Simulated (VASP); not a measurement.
# CuAu3 (Pm-3m) in VASP: further runs, part 2 of 2

VASP 6.6.1. Earlier steps stand in the parts before.

**3. Single point, PBEsol (16.63 Å³/atom)**

This run uses another cell than the first one, of 16.63 Å³/atom.

INCAR

```
SYSTEM = CuAu3
PREC = Accurate ; ENCUT = 520
EDIFF = 1E-7 ; ISMEAR = 0
SIGMA = 0.1 ; LREAL = .FALSE.
LASPH = .TRUE. ; NELM = 100
ALGO = Normal ; ISIF = 2
LWAVE = .FALSE. ; LCHARG = .FALSE.
GGA = PS ; NBANDS = 30
```

KPOINTS

```
regular mesh
0
G
  10 10 10
  0 0 0
```

POSCAR

```
CuAu3
1.0
    4.0521980430      0.0000000000      0.0000000000
    0.0000000000      4.0521980430      0.0000000000
    0.0000000000      0.0000000000      4.0521980430
Cu Au
1 3
Direct
    0.0000000000      0.0000000000      0.0000000000
    0.0000000000      0.5000000000      0.5000000000
    0.5000000000      0.0000000000      0.5000000000
    0.5000000000      0.5000000000      0.0000000000
```

Potentials or basis: VASP PAW PBE potentials, release 64 (Cu, Au).

On the command line:

```console
> cat potpaw_PBE.64/Cu/POTCAR potpaw_PBE.64/Au/POTCAR > POTCAR
> mpirun -np 1 vasp_std > vasp.out
```

Run time: 45 s. Hardware: 1 thread of Intel Xeon 6975P-C (Granite Rapids), shared host; peak memory 0.24 GiB.

The run converged. Its results:

```yaml
Free_energy: -16.0870 eV
Pressure: -8.5 GPa
Band_gap_on_the_k_mesh: zero (bands 22 and 23 overlap by 1.96 eV)
```

Levels at points of the mesh, in eV from the Fermi level:
| k point | band 18 | band 19 | band 20 | band 21 | band 22 | band 23 | band 24 | band 25 | band 26 | band 27 |
| --- | --- | --- | --- | --- | --- | --- | --- | --- | --- | --- |
| (0.00, 0.00, 0.00) | -1.52 | -1.38 | -1.38 | -1.38 | 1.12 | 1.12 | 1.12 | 5.53 | 5.53 | 6.38 |
| (0.50, 0.00, 0.00) | -2.11 | -1.95 | -1.79 | -1.52 | -1.37 | 5.00 | 5.24 | 5.78 | 5.78 | 6.26 |
| (0.50, 0.50, 0.00) | -2.00 | -2.00 | -2.00 | -0.71 | -0.17 | -0.11 | -0.11 | 8.11 | 8.62 | 8.81 |
| (0.50, 0.50, 0.50) | -1.56 | -1.52 | -1.52 | -0.90 | -0.84 | -0.84 | -0.84 | 2.75 | 2.75 | 2.75 |

Caveat: the cell stands under tension; the PAW data sets were made with another functional, which shifts forces and pressure a little; spin-orbit coupling is left out, which moves the levels of the heavy elements.

**4. Single point, PBEsol (17.26 Å³/atom)**

This run uses another cell than the first one, of 17.26 Å³/atom.

INCAR

```
PREC = Accurate
ENCUT = 520
EDIFF = 1E-6
ISMEAR = 0
SIGMA = 0.1
LREAL = F
LASPH = T
NELM = 100
ALGO = Fast
ISIF = 2
LWAVE = F
LCHARG = F
GGA = PS
NBANDS = 30
```

KPOINTS

```
Automatic mesh
0
Gamma
  10 10 10
```

POSCAR

```
CuAu3
1.0
    4.1025410545      0.0000000000      0.0000000000
    0.0000000000      4.1025410545      0.0000000000
    0.0000000000      0.0000000000      4.1025410545
Cu Au
1 3
Direct
    0.0000000000      0.0000000000      0.0000000000
    0.0000000000      0.5000000000      0.5000000000
    0.5000000000      0.0000000000      0.5000000000
    0.5000000000      0.5000000000      0.0000000000
```

Potentials or basis: VASP PAW PBE potentials, release 64 (Cu, Au).

On the command line:

```console
> cat potpaw_PBE.64/Cu/POTCAR potpaw_PBE.64/Au/POTCAR > POTCAR
> mpirun -np 1 vasp_std > vasp.out
```

OUTCAR:

```text
PREC = Accurate
   ENCUT = 520
   EDIFF = 1E-6
   ISMEAR = 0
   LREAL = F
   LASPH = T
   NELM = 100
   ISIF = 2
   GGA = PS

 ion  position               nearest neighbor table
   1  0.000  0.000  0.000-   2 2.90   3 2.90   4 2.90   2 2.90   3 2.90   2 2.90   4 2.90   2 2.90
                             3 2.90   4 2.90   3 2.90   4 2.90
   2  0.000  0.500  0.500-   1 2.90   3 2.90   4 2.90   1 2.90   4 2.90   1 2.90   3 2.90   1 2.90
                             3 2.90   4 2.90   4 2.90   3 2.90
   3  0.500  0.000  0.500-   1 2.90   2 2.90   4 2.90   1 2.90   4 2.90   2 2.90   4 2.90   4 2.90
                             1 2.90   2 2.90   1 2.90   2 2.90
   4  0.500  0.500  0.000-   1 2.90   2 2.90   3 2.90   2 2.90   3 2.90   1 2.90   3 2.90   3 2.90
                             1 2.90   2 2.90   2 2.90   1 2.90

  LATTYP: Found a simple cubic cell.
 ALAT       =     4.1025410545

  Lattice vectors:

 A1 = (   4.1025410545,   0.0000000000,   0.0000000000)
 A2 = (   0.0000000000,   4.1025410545,   0.0000000000)
 A3 = (   0.0000000000,   0.0000000000,   4.1025410545)

Analysis of symmetry for initial positions (statically):
[... 174 lines left out ...]
  ---------------------------------------------------
  free energy    TOTEN  =       -15.92230232 eV

  energy without entropy =      -15.91679377  energy(sigma->0) =      -15.91954804

 E-fermi :   7.6129     XC(G=0): -12.3411

 val. band max:        7.5762964887   @ k =   0.4000   0.4000   0.2000
 cond. band min:       7.6357344685   @ k =   0.4000   0.4000   0.4000
 fundamental gap:      0.0594379798
 Fermi energy:         7.6129440379

 k-point     1 :       0.0000    0.0000    0.0000
  band No.  band energies     occupation
      1      -1.4461      2.00000
      2       0.9781      2.00000
      3       1.6919      2.00000
      4       1.6919      2.00000
      5       1.6919      2.00000
      6       1.7911      2.00000
[... 781 lines left out ...]
     29      17.2210      0.00000
     30      17.9082      0.00000

 [... further k-points ...]
[... 5 lines left out ...]
  --------------------------------------------------------------------------------------
  -------------------------------------------------------------------------------------
  Total       -5.4408271     -5.4408271     -5.4408271      0.0000000      0.0000000     -0.0000000
  in kB     -126.2457316   -126.2457316   -126.2457316      0.0000000      0.0000000     -0.0000000
  external PRESSURE =    -126.2457316 kB  Pullay stress =       0.0000000 kB

 VOLUME and BASIS-vectors are now :
 -----------------------------------------------------------------------------
  energy-cutoff  :      520.00
  volume of cell :       69.05
      direct lattice vectors                 reciprocal lattice vectors
     4.102541054  0.000000000  0.000000000     0.243751369  0.000000000  0.000000000
     0.000000000  4.102541054  0.000000000     0.000000000  0.243751369  0.000000000
     0.000000000  0.000000000  4.102541054     0.000000000  0.000000000  0.243751369

 POSITION                                       TOTAL-FORCE (eV/Angst)
 -----------------------------------------------------------------------------------
      0.00000      0.00000      0.00000         0.000000      0.000000      0.000000
      0.00000      2.05127      2.05127         0.000000      0.000000      0.000000
      2.05127      0.00000      2.05127         0.000000      0.000000      0.000000
      2.05127      2.05127      0.00000         0.000000      0.000000      0.000000
 -----------------------------------------------------------------------------------
    total drift:                                0.000000     -0.000000     -0.000000

  FREE ENERGIE OF THE ION-ELECTRON SYSTEM (eV)
  ---------------------------------------------------
  free  energy   TOTEN  =       -15.9223023175 eV

  energy  without entropy=      -15.9167937681  energy(sigma->0) =      -15.91954804
```

Run time: 44 s. Hardware: 1 thread of Intel Xeon 6975P-C (Granite Rapids), shared host; peak memory 0.24 GiB.

Results:

- Free energy: -15.9223 eV
- Pressure: -12.6 GPa
- Band gap on the k mesh: zero (bands 22 and 23 overlap by 1.90 eV)

Caveat: the cell stands under tension; the PAW data sets were made with another functional, which shifts forces and pressure a little; spin-orbit coupling is left out, which moves the levels of the heavy elements.

**5. Overview**

```tsv
cell	gap on the mesh (eV)	pressure (GPa)
a = 4.014 Å, 4 atoms	none	-4.7
a = 4.052 Å, 4 atoms	none	-8.5
a = 4.103 Å, 4 atoms	none	-12.6
```

Alike in all rows: task single point; level PBEsol; potentials or basis VASP PAW PBE potentials, release 64 (Cu, Au); no spin polarisation; k mesh 10 × 10 × 10; cutoff (eV) 520; smearing gaussian 0.1 eV.

Caveats: the cell stands under tension; the PAW data sets were made with another functional, which shifts forces and pressure a little; spin-orbit coupling is left out, which moves the levels of the heavy elements.

Absolute energies hang on the potentials; compare differences alone.

The gap in the log of VASP goes by the Fermi energy; the results here count the filled bands.